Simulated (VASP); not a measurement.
# CdSe in VASP: a series of runs

The runs below take CdSe through single point, with LDA.

All numbers are computed with VASP 6.6.1; they aren't measurements. Logs are shortened: lines on timing, memory, paths and dates and some standing lists are left out, and cuts for length are marked.

## Step 1: The cell of the first run

It takes space group I-4m2 (No. 119, tetragonal). The conventional cell has a = 4.342 Å, b = 4.342 Å, c = 6.263 Å, α = 90.00°, β = 90.00°, γ = 90.00°. Cd (site symmetry -4m2) has 4 Se at 2.68 Å within 3.5 Å. Within 3.5 Å of Se (site symmetry -4m2) lie 4 Cd at 2.68 Å.

## Step 2: Single point, LDA (zz strain of +2 %)

Input file INCAR:

```
SYSTEM = CdSe
ALGO = Normal ; EDIFF = 1E-6
ENCUT = 520 ; GGA = CA
ISIF = 2 ; ISMEAR = -1
LASPH = .True. ; LCHARG = .False.
LREAL = .False. ; LWAVE = .False.
NBANDS = 16 ; NELM = 100
PREC = Accurate ; SIGMA = 0.03
```

Input file KPOINTS:

```
k-points
0
Gamma
  8 8 8
  0 0 0
```

Input file POSCAR:

```
CdSe
1.0
    0.0000000000      3.0702711986      3.1316766226
    3.0702711986      0.0000000000      3.1316766226
    3.0702711986      3.0702711986      0.0000000000
Cd Se
1 1
Direct
    0.0000000000      0.0000000000      0.0000000000
    0.2500000000      0.2500000000      0.2500000000
```

Potentials or basis: VASP PAW LDA potentials, release 64 (Cd, Se).

Launch:

```
$ cat potpaw_LDA.64/Cd/POTCAR potpaw_LDA.64/Se/POTCAR > POTCAR
$ mpirun -np 1 vasp_std > vasp.out
```

OUTCAR:

```text
SYSTEM = CdSe
   EDIFF = 1E-6
   ENCUT = 520
   GGA = CA
   ISIF = 2
   ISMEAR = -1
   LASPH = .True.
   LREAL = .False.
   NELM = 100
   PREC = Accurate

 ion  position               nearest neighbor table
   1  0.000  0.000  0.000-   2 2.68   2 2.68   2 2.68   2 2.68
   2  0.250  0.250  0.250-   1 2.68   1 2.68   1 2.68   1 2.68

  LATTYP: Found a body centered tetragonal cell.
 ALAT       =     4.3420191692
 C/A-ratio  =     1.4424978336

  Lattice vectors:

 A1 = (  -3.0702711986,   0.0000000000,   3.1316766226)
 A2 = (   3.0702711986,   0.0000000000,   3.1316766226)
 A3 = (   0.0000000000,   3.0702711986,  -3.1316766226)

Analysis of symmetry for initial positions (statically):
=====================================================================
 Subroutine PRICEL returns:
 Original cell was already a primitive cell.

 Routine SETGRP: Setting up the symmetry group for a
 body centered tetragonal supercell.

 Subroutine GETGRP returns: Found  8 space group operations
 (whereof  8 operations were pure point group operations)
 out of a pool of 16 trial point group operations.

The static configuration has the point symmetry D_2d.

Analysis of symmetry for dynamics (positions and initial velocities):
=====================================================================
 Subroutine PRICEL returns:
 Original cell was already a primitive cell.

 Routine SETGRP: Setting up the symmetry group for a
 body centered tetragonal supercell.

 Subroutine GETGRP returns: Found  8 space group operations
 (whereof  8 operations were pure point group operations)
 out of a pool of 16 trial point group operations.

The dynamic configuration has the point symmetry D_2d.

 Subroutine INISYM returns: Found  8 space group operations
 (whereof  8 operations are pure point group operations),
 and found     1 'primitive' translations

----------------------------------------------------------------------------------------

                                     Primitive cell

  volume of cell :      59.0419

  direct lattice vectors                    reciprocal lattice vectors
     0.000000000  3.070271199  3.131676623    -0.162852063  0.162852063  0.159658886
     3.070271199  0.000000000  3.131676623     0.162852063 -0.162852063  0.159658886
     3.070271199  3.070271199  0.000000000     0.162852063  0.162852063 -0.159658886

  length of vectors
     4.385654307  4.385654307  4.342019169     0.280236595  0.280236595  0.280236595

  position of ions in fractional coordinates (direct lattice)
     0.000000000  0.000000000  0.000000000
     0.250000000  0.250000000  0.250000000

[... 66 lines left out ...]
 SYSTEM =  CdSe
   PREC   = accura    normal or accurate (medium, high low for compatibility)
   ISTART =      0    job   : 0-new  1-cont  2-samecut
   ICHARG =      2    charge: 1-file 2-atom 10-const
   ISPIN  =      1    spin polarized calculation?
   LNONCOLLINEAR =      F non collinear calculations
   LSORBIT =      F    spin-orbit coupling
   LASPH  =      T    aspherical Exc in radial PAW
   ENCUT  =  520.0 eV  38.22 Ry    6.18 a.u.   8.15  8.15  8.07*2*pi/ulx,y,z
   NELM   =    100;   NELMIN=  2; NELMDL= -5     # of ELM steps
   EDIFF  = 0.1E-05   stopping-criterion for ELM
   LREAL  =      F    real-space projection
[... 7 lines left out ...]
   TEBEG  =    0.0;   TEEND  =   0.0 temperature during run
   PSTRESS=    0.0 pullay stress
   NELECT =      18.0000    total number of electrons
   NUPDOWN=      -1.0000    fix difference up-down
   EMIN   =  10.00;   EMAX   =-10.00  energy-range for DOS
   EFERMI =   0.00;   METHOD = LEGACY
   ISMEAR =    -1;   SIGMA  =   0.03  broadening in eV -4-tet -1-fermi 0-gaus
   EFERMI_NEDOS =   21; number of points for ismear=-14 and -15
   IALGO  =     38    algorithm
   IMIX   =      4    mixing-type and parameters
     AMIX     =   0.40;   BMIX     =  1.00
     AMIX_MAG =   1.60;   BMIX_MAG =  1.00
  volume/ion in A,a.u.               =      29.52       199.22
  Fermi-wavevector in a.u.,A,eV,Ry     =   1.101824  2.082145 16.517690  1.214016
  Thomas-Fermi vector in A             =   2.238257
   LORBIT       =      0    0 simple, 1 ext, 2 COOP (PROOUT), +10 PAW based schemes
   GGA     = CA    functional components
   LHFCALC =     F    Hartree Fock is set to
   AEXX    =    0.0000 exact exchange contribution
   IVDW    =     0    specifies the selected vdW correction
   LEPSILON=     F    determine dielectric tensor
   LRPA    =     F    only Hartree local field effects (RPA)
 non-spin polarized calculation
  energy-cutoff  :      520.00
  volume of cell :       59.04
 maximum number of plane-waves:      1620
 NGX is ok and might be reduce to    36
   NGX = 17   NGY = 17   NGZ = 17

 number of electron      17.9999999 magnetization

 Free energy of the ion-electron system (eV)
  ---------------------------------------------------
  ext. energy  EPLUGINS =         0.00000000
  ---------------------------------------------------
  free energy    TOTEN  =        -6.70658663 eV

  energy without entropy =       -6.70655346  energy(sigma->0) =       -6.70657004

 E-fermi :   0.5835     XC(G=0):  -9.0791

 val. band max:        0.4489498988   @ k =   0.0000   0.0000   0.0000
 cond. band min:       0.6916005989   @ k =   0.0000   0.0000   0.0000
 fundamental gap:      0.2426507000
 Fermi energy:         0.5835157093

 k-point     1 :       0.0000    0.0000    0.0000
  band No.  band energies     occupation
      1     -11.9573      2.00000
      2      -7.3713      2.00000
      3      -7.3631      2.00000
      4      -7.3631      2.00000
      5      -7.0390      2.00000
      6      -7.0342      2.00000
[... 433 lines left out ...]
      3      -7.2713      2.00000
      4      -7.0800      2.00000
      5      -7.0141      2.00000
      6      -6.9592      2.00000
[... 8 lines left out ...]
     15      11.1998      0.00000
     16      11.8111      0.00000

 [... further k-points ...]
[... 5 lines left out ...]
  --------------------------------------------------------------------------------------
  -------------------------------------------------------------------------------------
  Total       -1.3171803     -1.3171803     -1.4849889      0.0000000      0.0000000      0.0000000
  in kB      -35.7433640    -35.7433640    -40.2970628      0.0000000      0.0000000      0.0000000
  external PRESSURE =     -37.2612636 kB  Pullay stress =       0.0000000 kB

 VOLUME and BASIS-vectors are now :
 -----------------------------------------------------------------------------
  energy-cutoff  :      520.00
  volume of cell :       59.04
      direct lattice vectors                 reciprocal lattice vectors
     0.000000000  3.070271199  3.131676623    -0.162852063  0.162852063  0.159658886
     3.070271199  0.000000000  3.131676623     0.162852063 -0.162852063  0.159658886
     3.070271199  3.070271199  0.000000000     0.162852063  0.162852063 -0.159658886

 POSITION                                       TOTAL-FORCE (eV/Angst)
 -----------------------------------------------------------------------------------
      0.00000      0.00000      0.00000         0.000000      0.000000      0.000000
      1.53514      1.53514      1.56584        -0.000000     -0.000000      0.000000
 -----------------------------------------------------------------------------------
    total drift:                                0.000002      0.000002     -0.000001

  FREE ENERGIE OF THE ION-ELECTRON SYSTEM (eV)
  ---------------------------------------------------
  free  energy   TOTEN  =        -6.7065866294 eV

  energy  without entropy=       -6.7065534596  energy(sigma->0) =       -6.70657004
```

stdout:

```text
POSCAR found type information on POSCAR CdSe
 POSCAR found :  2 types and       2 ions
 scaLAPACK will be used
 LDA part: xc-table for (Slater(with rela. corr.)+CA(PZ))
 , standard interpolation
 POSCAR, INCAR and KPOINTS ok, starting setup
 FFT: planning ... GRIDC
 FFT: planning ... GRID_SOFT
 FFT: planning ... GRID
 WAVECAR not read
 entering main loop
```

Wall time 33 s (1 thread of Intel Xeon Platinum 8488C (Sapphire Rapids), shared host); peak memory 0.2 GiB.

What came out:

```
Free energy            : -6.7066 eV
Pressure               : -3.7 GPa
Band gap on the k mesh : 0.24 eV, direct
```

Stress tensor (GPa, compression positive):
```
-3.57  0.00  0.00
 0.00 -3.57  0.00
 0.00  0.00 -4.03
```

Caveat: the cell differs from its parent crystal (zz strain of +2 %).

## Step 3: Single point, LDA (equal xy, yz and zx shear strains of -2 %)

Input file INCAR:

```
SYSTEM = CdSe
ALGO = Normal ; EDIFF = 1E-6
ENCUT = 520 ; GGA = CA
ISIF = 2 ; ISMEAR = -1
LASPH = .TRUE. ; LCHARG = .TRUE.
LELF = .TRUE. ; LREAL = .FALSE.
LVHAR = .TRUE. ; LWAVE = .FALSE.
NBANDS = 16 ; NELM = 80
PREC = Accurate ; SIGMA = 0.03
```

Input file KPOINTS:

```
k-points
0
G
  8 8 8
  0 0 0
```

Input file POSCAR:

```
CdSe
1.0
   -0.0614054240      3.0395684866      3.0395684866
    3.0395684866     -0.0614054240      3.0395684866
    3.0395684866      3.0395684866     -0.0614054240
Cd Se
1 1
Direct
    0.0000000000      0.0000000000      0.0000000000
    0.2500000000      0.2500000000      0.2500000000
```

Potentials or basis: VASP PAW LDA potentials, release 64 (Cd, Se).

Launch:

```
$ cat potpaw_LDA.64/Cd/POTCAR potpaw_LDA.64/Se/POTCAR > POTCAR
$ mpirun -np 1 vasp_std > vasp.out
```

It took 20 s on 1 thread of Intel Xeon 6975P-C (Granite Rapids), shared host; peak memory 0.19 GiB.

The run converged. Its results:

- Free energy: -6.7229 eV
- Pressure: -2.8 GPa
- Largest force: 0.191 eV/Å
- Band gap on the k mesh: 0.29 eV, direct

Forces in eV/Å, atoms in the order of the input:
```
Cd  -0.110 -0.110 -0.110
Se   0.110  0.110  0.110
```

Stress tensor (GPa, compression positive):
```
-2.80  0.84  0.84
 0.84 -2.80  0.84
 0.84  0.84 -2.80
```

Levels at points of the mesh, in eV from the valence-band top:
```
           k point  band 7  band 8  band 9  band 10  band 11  band 12
(0.00, 0.00, 0.00)   -0.05   -0.05    0.00     0.29     5.65     5.65
(0.50, 0.00, 0.00)   -4.34   -0.73   -0.71     2.17     6.20     6.43
(0.50, 0.50, 0.00)   -4.07   -1.89   -1.74     2.94     3.57     8.68
(0.50, 0.50, 0.50)   -4.36   -0.85   -0.85     2.02     6.16     6.16
```

Caveat: the cell differs from its parent crystal (equal xy, yz and zx shear strains of -2 %).
